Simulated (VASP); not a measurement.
# V (I4_1/amd) in VASP: relaxation of cell and atoms with PBE

Aim: the relaxation of cell and atoms of V with PBE.

Program: VASP 6.6.1. These are calculated values, not measurements. Logs are shortened: lines on timing, memory, paths and dates and some standing lists are left out, and cuts for length are marked.

## (1) The cell of the first run

Symmetry: I4_1/amd, No. 141, tetragonal system. Conventional cell: a = 4.738 Å, b = 4.738 Å, c = 2.587 Å, α = 90.00°, β = 90.00°, γ = 90.00°. Within 3.2 Å of V (site symmetry -4m2) lie 10 V at 2.46 to 3.06 Å.

## (2) Relaxation of cell and atoms, PBE

The input, INCAR:

```
SYSTEM = V
PREC = Accurate
ENCUT = 500
EDIFF = 1E-7
ISMEAR = -1
SIGMA = 0.1
LREAL = .FALSE.
LASPH = .TRUE.
NELM = 120
ALGO = Normal
ISIF = 3
LWAVE = .FALSE.
LCHARG = .FALSE.
GGA = PE
IBRION = 2
NSW = 80
EDIFFG = -0.01
ISYM = 0
GGA_COMPAT = .FALSE.
NELMIN = 4
```

The input, KPOINTS:

```
regular mesh
0
G
  14 14 9
  0 0 0
```

The input, POSCAR:

```
V
1.0
   -2.3689760777      2.3689760777      1.2934609384
    2.3689760777     -2.3689760777      1.2934609384
    2.3689760777      2.3689760777     -1.2934609384
V
2
Direct
    0.0000000000      0.0000000000      0.0000000000
    0.7500000000      0.2500000000      0.5000000000
```

Potentials or basis: VASP PAW PBE potentials, release 64 (V_sv).

On the command line:

```
> cat potpaw_PBE.64/V_sv/POTCAR > POTCAR
> mpirun -np 1 vasp_std > vasp.out
```

OUTCAR:

```text
SYSTEM = V
   PREC = Accurate
   ENCUT = 500
   EDIFF = 1E-7
   ISMEAR = -1
   LREAL = .FALSE.
   LASPH = .TRUE.
   NELM = 120
   ISIF = 3
   GGA = PE
   IBRION = 2
   NSW = 80
   EDIFFG = -0.01
   ISYM = 0
   NELMIN = 4

 ion  position               nearest neighbor table
   1  0.000  0.000  0.000-   2 2.46   2 2.46   2 2.46   2 2.46
   2  0.750  0.250  0.500-   1 2.46   1 2.46   1 2.46   1 2.46

IMPORTANT INFORMATION: All symmetrisations will be switched off!
NOSYMM: (Re-)initialisation of all symmetry stuff for point group C_1.

----------------------------------------------------------------------------------------

                                     Primitive cell

  volume of cell :      29.0359

  direct lattice vectors                    reciprocal lattice vectors
    -2.368976078  2.368976078  1.293460938     0.000000000  0.211061650  0.386559799
     2.368976078 -2.368976078  1.293460938     0.211061650  0.000000000  0.386559799
     2.368976078  2.368976078 -1.293460938     0.211061650  0.211061650  0.000000000

  length of vectors
     3.591258347  3.591258347  3.591258347     0.440426496  0.440426496  0.298486248

  position of ions in fractional coordinates (direct lattice)
     0.000000000  0.000000000  0.000000000
     0.750000000  0.250000000  0.500000000

  ion indices of the primitive-cell ions
   primitive index   ion index
                 1           1
                 2           2

----------------------------------------------------------------------------------------

 KPOINTS: regular mesh

Automatic generation of k-mesh.
 Grid dimensions read from file:
 generate k-points for:   14   14    9

 Generating k-lattice:

  Cartesian coordinates                     Fractional coordinates (reciprocal lattice)
     0.000000000  0.015075832  0.027611414     0.071428571  0.000000000  0.000000000
     0.015075832  0.000000000  0.027611414     0.000000000  0.071428571  0.000000000
     0.023451294  0.023451294  0.000000000     0.000000000  0.000000000  0.111111111

  Length of vectors
     0.031459035  0.031459035  0.033165139

  Shift w.r.t. Gamma in fractional coordinates (k-lattice)
     0.000000000  0.000000000  0.000000000

 -----------------------------------------------------------------------------
|                                                                             |
|           W    W    AA    RRRRR   N    N  II  N    N   GGGG   !!!           |
|           W    W   A  A   R    R  NN   N  II  NN   N  G    G  !!!           |
|           W    W  A    A  R    R  N N  N  II  N N  N  G       !!!           |
|           W WW W  AAAAAA  RRRRR   N  N N  II  N  N N  G  GGG   !            |
|           WW  WW  A    A  R   R   N   NN  II  N   NN  G    G                |
|           W    W  A    A  R    R  N    N  II  N    N   GGGG   !!!           |
|                                                                             |
|     Your reciprocal lattice and k-lattice belong to different lattice       |
|     classes:                                                                |
|                                                                             |
|        The reciprocal lattice is body-centered tetragonal,                  |
|        whereas your k-lattice is base-centered monoclinic.                  |
|                                                                             |
|     Results are often still useful ...                                      |
|                                                                             |
 -----------------------------------------------------------------------------

 WARNING: IBZKPT: internal override: KBLOWUP is changed to .FALSE.
      ... skipping the blow-up phase ...

 Subroutine IBZKPT returns following result:
 ===========================================

 Found    884 irreducible k-points:

 Following reciprocal coordinates:
            Coordinates               Weight
  0.000000  0.000000  0.000000      1.000000
  0.071429  0.000000 -0.000000      2.000000
  0.142857  0.000000 -0.000000      2.000000
  0.214286  0.000000  0.000000      2.000000
  0.285714  0.000000  0.000000      2.000000
  0.357143  0.000000  0.000000      2.000000
[... 16 lines left out ...]
  0.000000  0.142857 -0.000000      2.000000
  0.071429  0.142857 -0.000000      2.000000
 [... further k-points ...]
   k-points           NKPTS =    884   k-points in BZ     NKDIM =    884   number of bands    NBANDS=     17
   number of dos      NEDOS =    301   number of ions     NIONS =      2
   total plane-waves  NPLWV =  21952
   dimension x,y,z NGX =    28 NGY =   28 NGZ =   28
   dimension x,y,z NGXF=    56 NGYF=   56 NGZF=   56
   ions per type =               2
   NGX,Y,Z   is equivalent  to a cutoff of  12.96, 12.96, 12.96 a.u.
   NGXF,Y,Z  is equivalent  to a cutoff of  25.92, 25.92, 25.92 a.u.
 SYSTEM =  V
   PREC   = accura    normal or accurate (medium, high low for compatibility)
   ISTART =      0    job   : 0-new  1-cont  2-samecut
   ICHARG =      2    charge: 1-file 2-atom 10-const
   ISPIN  =      1    spin polarized calculation?
   LNONCOLLINEAR =      F non collinear calculations
   LSORBIT =      F    spin-orbit coupling
   LASPH  =      T    aspherical Exc in radial PAW
   ENCUT  =  500.0 eV  36.75 Ry    6.06 a.u.   6.55  6.55  6.55*2*pi/ulx,y,z
   NELM   =    120;   NELMIN=  4; NELMDL= -5     # of ELM steps
   EDIFF  = 0.1E-06   stopping-criterion for ELM
   LREAL  =      F    real-space projection
   EDIFFG = -.1E-01   stopping-criterion for IOM
   NSW    =     80    number of steps for IOM
   IBRION =      2    ionic relax: 0-MD 1-quasi-New 2-CG
   NFREE  =      1    steps in history (QN), initial steepest desc. (CG)
   ISIF   =      3    stress and relaxation
   ISYM   =      0    0-nonsym 1-usesym 2-fastsym
   POTIM  = 0.5000    time-step for ionic-motion
   TEBEG  =    0.0;   TEEND  =   0.0 temperature during run
   PSTRESS=    0.0 pullay stress
   NELECT =      26.0000    total number of electrons
   NUPDOWN=      -1.0000    fix difference up-down
   EMIN   =  10.00;   EMAX   =-10.00  energy-range for DOS
   EFERMI =   0.00;   METHOD = LEGACY
   ISMEAR =    -1;   SIGMA  =   0.10  broadening in eV -4-tet -1-fermi 0-gaus
   EFERMI_NEDOS =   21; number of points for ismear=-14 and -15
   IALGO  =     38    algorithm
   IMIX   =      4    mixing-type and parameters
     AMIX     =   0.40;   BMIX     =  1.00
     AMIX_MAG =   1.60;   BMIX_MAG =  1.00
  volume/ion in A,a.u.               =      14.52        97.97
  Fermi-wavevector in a.u.,A,eV,Ry     =   1.577930  2.981855 33.876643  2.489863
  Thomas-Fermi vector in A             =   2.678538
   LORBIT       =      0    0 simple, 1 ext, 2 COOP (PROOUT), +10 PAW based schemes
   GGA     = PE    functional components
   LHFCALC =     F    Hartree Fock is set to
   AEXX    =    0.0000 exact exchange contribution
   IVDW    =     0    specifies the selected vdW correction
   LEPSILON=     F    determine dielectric tensor
   LRPA    =     F    only Hartree local field effects (RPA)
 conjugate gradient relaxation of ions
 non-spin polarized calculation
  energy-cutoff  :      500.00
  volume of cell :       29.04
 maximum number of plane-waves:       757
 NGX is ok and might be reduce to    28
   NGX = 13   NGY = 13   NGZ = 13

--------------------------------------- Ionic step        1  -------------------------------------------

 number of electron      25.9999992 magnetization

 Free energy of the ion-electron system (eV)
  ---------------------------------------------------
  ext. energy  EPLUGINS =         0.00000000
  ---------------------------------------------------
  free energy    TOTEN  =       -17.06559492 eV

  energy without entropy =      -16.98459672  energy(sigma->0) =      -17.02509582

------------------------ aborting loop because EDIFF is reached ----------------------------------------

  FORCE on cell =-STRESS in cart. coord.  units (eV):
  Direction    XX          YY          ZZ          XY          YZ          ZX
  --------------------------------------------------------------------------------------
  -------------------------------------------------------------------------------------
  Total       -0.9805277     -0.9805237     -0.6564960     -0.0010312      0.0020335      0.0020332
  in kB      -54.1047992    -54.1045803    -36.2249684     -0.0569002      0.1122056      0.1121887
  external PRESSURE =     -48.1447826 kB  Pullay stress =       0.0000000 kB

 VOLUME and BASIS-vectors are now :
 -----------------------------------------------------------------------------
  energy-cutoff  :      500.00
  volume of cell :       29.04
      direct lattice vectors                 reciprocal lattice vectors
    -2.368976078  2.368976078  1.293460938     0.000000000  0.211061650  0.386559799
     2.368976078 -2.368976078  1.293460938     0.211061650  0.000000000  0.386559799
     2.368976078  2.368976078 -1.293460938     0.211061650  0.211061650  0.000000000
[... 109 lines left out ...]
 POSITION                                       TOTAL-FORCE (eV/Angst)
 -----------------------------------------------------------------------------------
      2.33425     -2.33407      1.28845        -0.000981      0.000981      0.000000
     -0.00007      2.33406      0.64439         0.000981     -0.000981     -0.000000
 -----------------------------------------------------------------------------------
    total drift:                                0.000001     -0.000001      0.000000

  FREE ENERGIE OF THE ION-ELECTRON SYSTEM (eV)
  ---------------------------------------------------
  free  energy   TOTEN  =       -17.0819149269 eV

  energy  without entropy=      -17.0040068881  energy(sigma->0) =      -17.04296091

--------------------------------------- Ionic step        5  -------------------------------------------

 number of electron      25.9999992 magnetization

 Free energy of the ion-electron system (eV)
  ---------------------------------------------------
  ext. energy  EPLUGINS =         0.00000000
  ---------------------------------------------------
  free energy    TOTEN  =       -17.08210380 eV

  energy without entropy =      -17.00412772  energy(sigma->0) =      -17.04311576

 E-fermi :   9.5265     XC(G=0): -12.6065

 val. band max:        9.5245538509   @ k =  -0.3571   0.0000   0.4444
 cond. band min:       9.5298322624   @ k =   0.3571   0.3571   0.2222
 fundamental gap:      0.0052784114
 Fermi energy:         9.5265336743

 k-point     1 :       0.0000    0.0000    0.0000
  band No.  band energies     occupation
      1     -54.4962      2.00000
      2     -54.1117      2.00000
      3     -28.6519      2.00000
      4     -28.6519      2.00000
      5     -27.7953      2.00000
      6     -27.7816      2.00000
[... 9 lines left out ...]
     16      11.4297      0.00000
     17      11.4300      0.00000
[... 441 lines left out ...]
 k-point    24 :       0.0714    0.1429   -0.0000
  band No.  band energies     occupation
      1     -54.4347      2.00000
      2     -54.1041      2.00000
      3     -28.6115      2.00000
      4     -28.5763      2.00000
      5     -28.0554      2.00000
      6     -28.0330      2.00000
[... 9 lines left out ...]
     16      11.1967      0.00000
     17      11.3328      0.00000

 [... further k-points ...]

------------------------ aborting loop because EDIFF is reached ----------------------------------------

  FORCE on cell =-STRESS in cart. coord.  units (eV):
  Direction    XX          YY          ZZ          XY          YZ          ZX
  --------------------------------------------------------------------------------------
  -------------------------------------------------------------------------------------
  Total       -0.0010754     -0.0010786      0.0019771     -0.0051914      0.0018760      0.0018754
  in kB       -0.0613639     -0.0615491      0.1128153     -0.2962286      0.1070506      0.1070148
  external PRESSURE =      -0.0033659 kB  Pullay stress =       0.0000000 kB

 VOLUME and BASIS-vectors are now :
 -----------------------------------------------------------------------------
  energy-cutoff  :      500.00
  volume of cell :       28.08
      direct lattice vectors                 reciprocal lattice vectors
    -2.330703420  2.330952094  1.292312771    -0.000017485  0.214498576  0.386882615
     2.330951627 -2.330704034  1.292313046     0.214498603 -0.000017462  0.386882603
     2.330263408  2.330264026 -1.291858436     0.214556595  0.214556545 -0.000041196

 POSITION                                       TOTAL-FORCE (eV/Angst)
 -----------------------------------------------------------------------------------
      2.33090     -2.33065      1.29231        -0.001074      0.001073      0.000001
     -0.00011      2.33062      0.64638         0.001074     -0.001073     -0.000001
 -----------------------------------------------------------------------------------
    total drift:                                0.000004     -0.000004      0.000000

  FREE ENERGIE OF THE ION-ELECTRON SYSTEM (eV)
  ---------------------------------------------------
  free  energy   TOTEN  =       -17.0821038014 eV

  energy  without entropy=      -17.0041277174  energy(sigma->0) =      -17.04311576

 reached required accuracy - stopping structural energy minimisation
```

Run time: 32 min. Hardware: 1 thread of Intel Xeon Platinum 8375C at 2.90GHz (Ice Lake), shared host; peak memory 0.45 GiB.

Results:

```yaml
Free_energy: -17.0821 eV
Relaxed_volume: 14.04 Å³/atom
Relaxed_cell: a = 3.541 Å, b = 3.541 Å, c = 3.540 Å, α = 97.65°, β = 97.65°, γ = 137.18°
Space_group_after_relaxing_to_0.1_Å: I4_1/amd (No. 141)
Energy_gained_by_relaxing: 8.3 meV/atom
Ionic_steps: 5
Pressure_after_relaxing: 0.0 GPa
Band_gap_on_the_k_mesh: zero (bands 13 and 14 overlap by 0.99 eV)
```

Step by step:
| step | energy change (eV) | largest force (eV/Å) | pressure (GPa) | volume (Å³) |
| --- | --- | --- | --- | --- |
| 1 | 0.0000 | 0.0003 | -4.81 | 29.04 |
| 2 | -0.0028 | 0.0028 | 5.10 | 27.24 |
| 3 | -0.0154 | 0.0012 | 0.12 | 28.07 |
| 4 | -0.0163 | 0.0014 | 0.04 | 28.08 |
| 5 | -0.0165 | 0.0015 | 0.00 | 28.08 |

Final structure:
```xyz
2
Lattice="-2.3307 2.3310 1.2923 2.3310 -2.3307 1.2923 2.3303 2.3303 -1.2919" Properties=species:S:1:pos:R:3 pbc="T T T"
V     2.3309   -2.3307    1.2923
V    -0.0001    2.3306    0.6464
```

Levels at points of the mesh, in eV from the Fermi level:
| k point | band 10 | band 11 | band 12 | band 13 | band 14 | band 15 | band 16 | band 17 |
| --- | --- | --- | --- | --- | --- | --- | --- | --- |
| (0.00, 0.00, 0.00) | -3.67 | -1.87 | -1.35 | -0.69 | 1.86 | 1.86 | 1.90 | 1.90 |
| (0.50, 0.00, 0.00) | -2.91 | -1.72 | -0.98 | 0.52 | 0.61 | 0.75 | 2.06 | 2.96 |
| (0.00, 0.50, 0.00) | -2.91 | -1.72 | -0.98 | 0.52 | 0.61 | 0.75 | 2.06 | 2.96 |
| (0.50, 0.50, 0.00) | -3.60 | -1.30 | -1.30 | -0.22 | -0.22 | 1.46 | 1.46 | 2.61 |
